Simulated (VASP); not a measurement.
# Co (P6_3/mmc) in VASP: a series of runs, part 2 of 2

VASP 6.6.1.

### 3 Single point, revPBE, collinear spin, ferromagnetic start

This run uses another cell than the first one, of 11.08 Å³/atom.

INCAR

```
  PREC = Accurate
  ENCUT = 520
  EDIFF = 1E-6
  ISMEAR = -1
  SIGMA = 0.3
  LREAL = F
  LASPH = T
  NELM = 150
  ALGO = Normal
  ISIF = 2
  LWAVE = F
  LCHARG = F
  ISPIN = 2
  MAGMOM = 3.2 3.2
  LORBIT = 11
  LMAXMIX = 4
  GGA = RE
  NBANDS = 20
```

KPOINTS

```
Automatic mesh
0
Gamma
  13 13 7
```

POSCAR

```
Co
1.0
    2.5074000000      0.0000000000      0.0000000000
   -1.2537000000      2.1714720000      0.0000000000
    0.0000000000      0.0000000000      4.0699000000
Co
2
Direct
    0.3333333333      0.6666666667      0.2500000000
    0.6666666667      0.3333333333      0.7500000000
```

Potentials or basis: VASP PAW PBE potentials, release 64 (Co).

Run with:

```bash
$ cat potpaw_PBE.64/Co/POTCAR > POTCAR
$ mpirun -np 1 vasp_std > vasp.out
```

OUTCAR:

```text
PREC = Accurate
   ENCUT = 520
   EDIFF = 1E-6
   ISMEAR = -1
   LREAL = F
   LASPH = T
   NELM = 150
   ISIF = 2
   ISPIN = 2
   LORBIT = 11
   GGA = RE

 ion  position               nearest neighbor table
   1  0.333  0.667  0.250-   2 2.50   2 2.50   2 2.50   2 2.50   2 2.50   2 2.50
   2  0.667  0.333  0.750-   1 2.50   1 2.50   1 2.50   1 2.50   1 2.50   1 2.50

  LATTYP: Found a hexagonal cell.
 ALAT       =     2.5074000000
 C/A-ratio  =     1.6231554598

  Lattice vectors:

 A1 = (   2.5074000000,   0.0000000000,   0.0000000000)
 A2 = (  -1.2537000000,   2.1714720000,   0.0000000000)
 A3 = (   0.0000000000,   0.0000000000,   4.0699000000)

Analysis of symmetry for initial positions (statically):
=====================================================================
 Subroutine PRICEL returns:
 Original cell was already a primitive cell.

 Routine SETGRP: Setting up the symmetry group for a
 hexagonal supercell.

 Subroutine GETGRP returns: Found 24 space group operations
 (whereof 12 operations were pure point group operations)
 out of a pool of 24 trial point group operations.

The static configuration has the point symmetry D_3d.
 The point group associated with its full space group is D_6h.

Analysis of symmetry for dynamics (positions and initial velocities):
=====================================================================
 Subroutine PRICEL returns:
 Original cell was already a primitive cell.

 Routine SETGRP: Setting up the symmetry group for a
 hexagonal supercell.

 Subroutine GETGRP returns: Found 24 space group operations
 (whereof 12 operations were pure point group operations)
 out of a pool of 24 trial point group operations.

The dynamic configuration has the point symmetry D_3d.
 The point group associated with its full space group is D_6h.

Analysis of structural, dynamic, and magnetic symmetry:
=====================================================================
 Subroutine PRICEL returns:
 Original cell was already a primitive cell.

 Routine SETGRP: Setting up the symmetry group for a
 hexagonal supercell.

 Subroutine GETGRP returns: Found 24 space group operations
 (whereof 12 operations were pure point group operations)
 out of a pool of 24 trial point group operations.

The overall configuration has the point symmetry D_3d.
 The point group associated with its full space group is D_6h.

 Subroutine INISYM returns: Found 24 space group operations
 (whereof 12 operations are pure point group operations),
 and found     1 'primitive' translations

----------------------------------------------------------------------------------------

                                     Primitive cell

  volume of cell :      22.1596

  direct lattice vectors                    reciprocal lattice vectors
     2.507400000  0.000000000  0.000000000     0.398819494  0.230258553  0.000000000
    -1.253700000  2.171472000  0.000000000     0.000000000  0.460517105  0.000000000
     0.000000000  0.000000000  4.069900000     0.000000000  0.000000000  0.245706283

  length of vectors
     2.507400000  2.507399916  4.069900000     0.460517090  0.460517105  0.245706283

  position of ions in fractional coordinates (direct lattice)
     0.333333333  0.666666667  0.250000000
     0.666666667  0.333333333  0.750000000

[... 68 lines left out ...]
   ISTART =      0    job   : 0-new  1-cont  2-samecut
   ICHARG =      2    charge: 1-file 2-atom 10-const
   ISPIN  =      2    spin polarized calculation?
   LNONCOLLINEAR =      F non collinear calculations
   LSORBIT =      F    spin-orbit coupling
   LASPH  =      T    aspherical Exc in radial PAW
   ENCUT  =  520.0 eV  38.22 Ry    6.18 a.u.   4.66  4.66  7.57*2*pi/ulx,y,z
   NELM   =    150;   NELMIN=  2; NELMDL= -5     # of ELM steps
   EDIFF  = 0.1E-05   stopping-criterion for ELM
   LREAL  =      F    real-space projection
   EDIFFG = 0.1E-04   stopping-criterion for IOM
   NSW    =      0    number of steps for IOM
   IBRION =     -1    ionic relax: 0-MD 1-quasi-New 2-CG
   NFREE  =      0    steps in history (QN), initial steepest desc. (CG)
   ISIF   =      2    stress and relaxation
   ISYM   =      2    0-nonsym 1-usesym 2-fastsym
   POTIM  = 0.5000    time-step for ionic-motion
   TEBEG  =    0.0;   TEEND  =   0.0 temperature during run
   PSTRESS=    0.0 pullay stress
   NELECT =      18.0000    total number of electrons
   NUPDOWN=      -1.0000    fix difference up-down
   EMIN   =  10.00;   EMAX   =-10.00  energy-range for DOS
   EFERMI =   0.00;   METHOD = LEGACY
   ISMEAR =    -1;   SIGMA  =   0.30  broadening in eV -4-tet -1-fermi 0-gaus
   EFERMI_NEDOS =   21; number of points for ismear=-14 and -15
   IALGO  =     38    algorithm
   IMIX   =      4    mixing-type and parameters
     AMIX     =   0.40;   BMIX     =  1.00
     AMIX_MAG =   1.60;   BMIX_MAG =  1.00
  volume/ion in A,a.u.               =      11.08        74.77
  Fermi-wavevector in a.u.,A,eV,Ry     =   1.527490  2.886538 31.745476  2.333227
  Thomas-Fermi vector in A             =   2.635379
   LORBIT       =     11    0 simple, 1 ext, 2 COOP (PROOUT), +10 PAW based schemes
   GGA     = RE    functional components
   LHFCALC =     F    Hartree Fock is set to
   AEXX    =    0.0000 exact exchange contribution
   IVDW    =     0    specifies the selected vdW correction
   LEPSILON=     F    determine dielectric tensor
   LRPA    =     F    only Hartree local field effects (RPA)
 spin polarized calculation
  energy-cutoff  :      520.00
  volume of cell :       22.16
 maximum number of plane-waves:       615
 NGX is ok and might be reduce to    20
   NGX =  9   NGY =  9   NGZ = 15

 number of electron      18.0000002 magnetization       2.9072484

 Free energy of the ion-electron system (eV)
  ---------------------------------------------------
  ext. energy  EPLUGINS =         0.00000000
  ---------------------------------------------------
  free energy    TOTEN  =       -13.59784630 eV

  energy without entropy =      -12.76330210  energy(sigma->0) =      -13.18057420

 E-fermi :  10.1046     XC(G=0): -13.2023

 val. band max:       10.0930945845   @ k =   0.0769   0.0769   0.2857
 cond. band min:      10.1171239326   @ k =   0.2308   0.1538   0.1429
 fundamental gap:      0.0240293481
 Fermi energy:        10.1045937712

 spin component 1

 k-point     1 :       0.0000    0.0000    0.0000
  band No.  band energies     occupation
      1       1.2814      1.00000
      2       5.0882      1.00000
      3       7.5554      0.99980
      4       7.5871      0.99977
      5       7.5871      0.99977
      6       7.8858      0.99939
[... 541 lines left out ...]
     19      36.4862      0.00000
     20      37.4305      0.00000

 [... further k-points ...]

 spin component 2

 k-point     1 :       0.0000    0.0000    0.0000
  band No.  band energies     occupation
      1       1.2679      1.00000
      2       5.9310      1.00000
      3       9.0195      0.97384
      4       9.0738      0.96881
      5       9.0738      0.96881
      6       9.4196      0.90748
[... 541 lines left out ...]
     19      36.6097      0.00000
     20      37.6309      0.00000

 [... further k-points ...]

------------------------ aborting loop because EDIFF is reached ----------------------------------------

  FORCE on cell =-STRESS in cart. coord.  units (eV):
  Direction    XX          YY          ZZ          XY          YZ          ZX
  --------------------------------------------------------------------------------------
  -------------------------------------------------------------------------------------
  Total        0.1296327      0.1296327      0.1642693     -0.0000000     -0.0000000      0.0000000
  in kB        9.3726772      9.3726764     11.8769656     -0.0000000     -0.0000000      0.0000000
  external PRESSURE =      10.2074398 kB  Pullay stress =       0.0000000 kB

 VOLUME and BASIS-vectors are now :
 -----------------------------------------------------------------------------
  energy-cutoff  :      520.00
  volume of cell :       22.16
      direct lattice vectors                 reciprocal lattice vectors
     2.507400000  0.000000000  0.000000000     0.398819494  0.230258553  0.000000000
    -1.253700000  2.171472000  0.000000000     0.000000000  0.460517105  0.000000000
     0.000000000  0.000000000  4.069900000     0.000000000  0.000000000  0.245706283

 POSITION                                       TOTAL-FORCE (eV/Angst)
 -----------------------------------------------------------------------------------
     -0.00000      1.44765      1.01747        -0.000000     -0.000000      0.000000
      1.25370      0.72382      3.05242         0.000000      0.000000      0.000000
 -----------------------------------------------------------------------------------
    total drift:                                0.000000     -0.000000     -0.000000

  FREE ENERGIE OF THE ION-ELECTRON SYSTEM (eV)
  ---------------------------------------------------
  free  energy   TOTEN  =       -13.5978463038 eV

  energy  without entropy=      -12.7633020982  energy(sigma->0) =      -13.18057420

 total charge

# of ion       s       p       d       tot
------------------------------------------
    1        0.482   0.504   7.250   8.235
    2        0.482   0.504   7.250   8.235
--------------------------------------------------
tot          0.963   1.007  14.500  16.470

 magnetization (x)

# of ion       s       p       d       tot
------------------------------------------
    1       -0.012  -0.044   1.529   1.472
    2       -0.012  -0.044   1.529   1.472
--------------------------------------------------
tot         -0.025  -0.088   3.057   2.945
```

OSZICAR:

```text
N       E                     dE             d eps       ncg     rms          rms(c)
DAV:   1     0.884301284289E+02    0.88430E+02   -0.81809E+03  7032   0.121E+03
DAV:   2    -0.102338708720E+02   -0.98664E+02   -0.89266E+02  6828   0.218E+02
DAV:   3    -0.147524777172E+02   -0.45186E+01   -0.43595E+01  7636   0.569E+01
DAV:   4    -0.148195794262E+02   -0.67102E-01   -0.67054E-01  8368   0.609E+00
DAV:   5    -0.148213703690E+02   -0.17909E-02   -0.17908E-02  7816   0.929E-01    0.161E+01
DAV:   6    -0.139424851869E+02    0.87889E+00   -0.68631E+00  7628   0.530E+01    0.627E+00
DAV:   7    -0.136335630713E+02    0.30892E+00   -0.10661E+00  7628   0.194E+01    0.346E+00
DAV:   8    -0.136089405572E+02    0.24623E-01   -0.17979E-02 10124   0.194E+00    0.144E+00
DAV:   9    -0.135991506343E+02    0.97899E-02   -0.20191E-03 10552   0.756E-01    0.421E-01
DAV:  10    -0.135978371898E+02    0.13134E-02   -0.69285E-04  8416   0.284E-01    0.953E-02
DAV:  11    -0.135978449912E+02   -0.78014E-05   -0.33111E-05  8292   0.617E-02    0.386E-02
DAV:  12    -0.135978462332E+02   -0.12421E-05   -0.26635E-06  7444   0.237E-02    0.127E-02
DAV:  13    -0.135978463038E+02   -0.70581E-07   -0.11740E-06  5708   0.129E-02
   1 F= -.13597846E+02 E0= -.13180574E+02  d E =-.834544E+00  mag=     2.9068
```

stdout:

```text
POSCAR found type information on POSCAR Co
 POSCAR found :  1 types and       2 ions
 scaLAPACK will be used
 -----------------------------------------------------------------------------
|                                                                             |
|                                                                             |
|     You enforced a specific xc type in the INCAR file but a different       |
|     I HOPE YOU KNOW WHAT YOU ARE DOING!                                     |
|                                                                             |
 -----------------------------------------------------------------------------

 LDA part: xc-table for (Slater+PW92), standard interpolation
 POSCAR, INCAR and KPOINTS ok, starting setup
 FFT: planning ... GRIDC
 FFT: planning ... GRID_SOFT
 FFT: planning ... GRID
 WAVECAR not read
 entering main loop
```

Run time: 41 s. Hardware: 1 thread of AMD EPYC 9R45 (Zen 5), shared host; peak memory 0.15 GiB.

What came out:

- Free energy: -13.5978 eV
- Pressure: 1.0 GPa
- Net moment: 2.91 μB per cell
- Site moments: Co +1.47 μB
- Valence electrons inside the program's atomic spheres: Co 8.23

Caveat: so wide a smearing shifts energies and pressures; the PAW data sets were made with another functional, which shifts forces and pressure a little.

### 4 Single point, revPBE, collinear spin, ferromagnetic start

This run uses another cell than the first one, of 11.36 Å³/atom.

INCAR

```
SYSTEM = Co
ALGO = Normal
EDIFF = 1E-7
ENCUT = 520
GGA = RE
ISIF = 2
ISMEAR = -1
ISPIN = 2
LASPH = .TRUE.
LCHARG = .TRUE.
LELF = .TRUE.
LMAXMIX = 4
LORBIT = 11
LREAL = .FALSE.
LVHAR = .TRUE.
LWAVE = .FALSE.
MAGMOM = 3.2 3.2
NBANDS = 20
NELM = 150
PREC = Accurate
SIGMA = 0.3
```

KPOINTS

```
k-points
0
G
  13 13 7
  0 0 0
```

POSCAR

```
Co
1.0
    2.5281232538      0.0000000000      0.0000000000
   -1.2640616269      2.1894188635      0.0000000000
    0.0000000000      0.0000000000      4.1035370626
Co
2
Direct
    0.3333333333      0.6666666667      0.2500000000
    0.6666666667      0.3333333333      0.7500000000
```

Potentials or basis: VASP PAW PBE potentials, release 64 (Co).

Run with:

```bash
$ cat potpaw_PBE.64/Co/POTCAR > POTCAR
$ mpirun -np 1 vasp_std > vasp.out
```

OUTCAR:

```text
SYSTEM = Co
   EDIFF = 1E-7
   ENCUT = 520
   GGA = RE
   ISIF = 2
   ISMEAR = -1
   ISPIN = 2
   LASPH = .TRUE.
   LORBIT = 11
   LREAL = .FALSE.
   NELM = 150
   PREC = Accurate

 ion  position               nearest neighbor table
   1  0.333  0.667  0.250-   2 2.52   2 2.52   2 2.52   2 2.52   2 2.52   2 2.52
   2  0.667  0.333  0.750-   1 2.52   1 2.52   1 2.52   1 2.52   1 2.52   1 2.52

  LATTYP: Found a hexagonal cell.
 ALAT       =     2.5281232538
 C/A-ratio  =     1.6231554599

  Lattice vectors:

 A1 = (   2.5281232538,   0.0000000000,   0.0000000000)
 A2 = (  -1.2640616269,   2.1894188635,   0.0000000000)
 A3 = (   0.0000000000,   0.0000000000,   4.1035370626)

Analysis of symmetry for initial positions (statically):
[... 1322 lines left out ...]
  volume of cell :       22.71
      direct lattice vectors                 reciprocal lattice vectors
     2.528123254  0.000000000  0.000000000     0.395550335  0.228371103  0.000000000
    -1.264061627  2.189418863  0.000000000     0.000000000  0.456742205  0.000000000
     0.000000000  0.000000000  4.103537063     0.000000000  0.000000000  0.243692206

 POSITION                                       TOTAL-FORCE (eV/Angst)
 -----------------------------------------------------------------------------------
     -0.00000      1.45961      1.02588        -0.000000      0.000000      0.000000
      1.26406      0.72981      3.07765         0.000000     -0.000000      0.000000
 -----------------------------------------------------------------------------------
    total drift:                               -0.000000      0.000000     -0.000000

  FREE ENERGIE OF THE ION-ELECTRON SYSTEM (eV)
  ---------------------------------------------------
  free  energy   TOTEN  =       -13.5935952847 eV

  energy  without entropy=      -12.7529400398  energy(sigma->0) =      -13.17326766

 total charge

# of ion       s       p       d       tot
------------------------------------------
    1        0.472   0.483   7.235   8.190
    2        0.472   0.483   7.235   8.190
--------------------------------------------------
tot          0.944   0.967  14.469  16.379

 magnetization (x)

# of ion       s       p       d       tot
------------------------------------------
    1       -0.012  -0.044   1.575   1.519
    2       -0.012  -0.044   1.575   1.519
--------------------------------------------------
tot         -0.024  -0.088   3.151   3.039
```

stdout:

```text
POSCAR found type information on POSCAR Co
 POSCAR found :  1 types and       2 ions
 scaLAPACK will be used
 -----------------------------------------------------------------------------
|                                                                             |
|                                                                             |
|     You enforced a specific xc type in the INCAR file but a different       |
|     I HOPE YOU KNOW WHAT YOU ARE DOING!                                     |
|                                                                             |
 -----------------------------------------------------------------------------

 LDA part: xc-table for (Slater+PW92), standard interpolation
 POSCAR, INCAR and KPOINTS ok, starting setup
 FFT: planning ... GRIDC
 FFT: planning ... GRID_SOFT
 FFT: planning ... GRID
 WAVECAR not read
 entering main loop
```

It took 42 s on 1 thread of AMD EPYC 9R45 (Zen 5), shared host; peak memory 0.15 GiB.

Results:

| Quantity | Value |
| --- | --- |
| Free energy | -13.5936 eV |
| Pressure | -3.2 GPa |
| Net moment | 2.99 μB per cell |
| Site moments | Co +1.52 μB |
| Valence electrons inside the program's atomic spheres | Co 8.19 |

Stress tensor (GPa, compression positive):
```
-3.33  0.00  0.00
 0.00 -3.33  0.00
 0.00  0.00 -2.91
```

Caveat: the cell stands under tension; so wide a smearing shifts energies and pressures; the PAW data sets were made with another functional, which shifts forces and pressure a little.

### 5 Summary

| cell | gap on the mesh (eV) | pressure (GPa) | moment (μB) |
| --- | --- | --- | --- |
| a = 2.486, b = 2.486, c = 4.036 Å, angles 90.0, 90.0, 120.0°, 2 atoms | none | 5.8 | 2.81 |
| a = 2.507, b = 2.507, c = 4.070 Å, angles 90.0, 90.0, 120.0°, 2 atoms | none | 1.0 | 2.91 |
| a = 2.528, b = 2.528, c = 4.104 Å, angles 90.0, 90.0, 120.0°, 2 atoms | none | -3.2 | 2.99 |

Alike in all rows: task single point; level revPBE; potentials or basis VASP PAW PBE potentials, release 64 (Co); spin collinear, ferromagnetic start; k mesh 13 × 13 × 7; cutoff (eV) 520; smearing fermi-dirac 0.3 eV.

Caveats: so wide a smearing shifts energies and pressures; the PAW data sets were made with another functional, which shifts forces and pressure a little; the cell stands under pressure (at least some runs); the cell stands under tension (at least some runs).

Total energies depend on the potentials used, so only differences within one code and one set of settings carry meaning.

The gap in the log of VASP goes by the Fermi energy; the results here count the filled bands.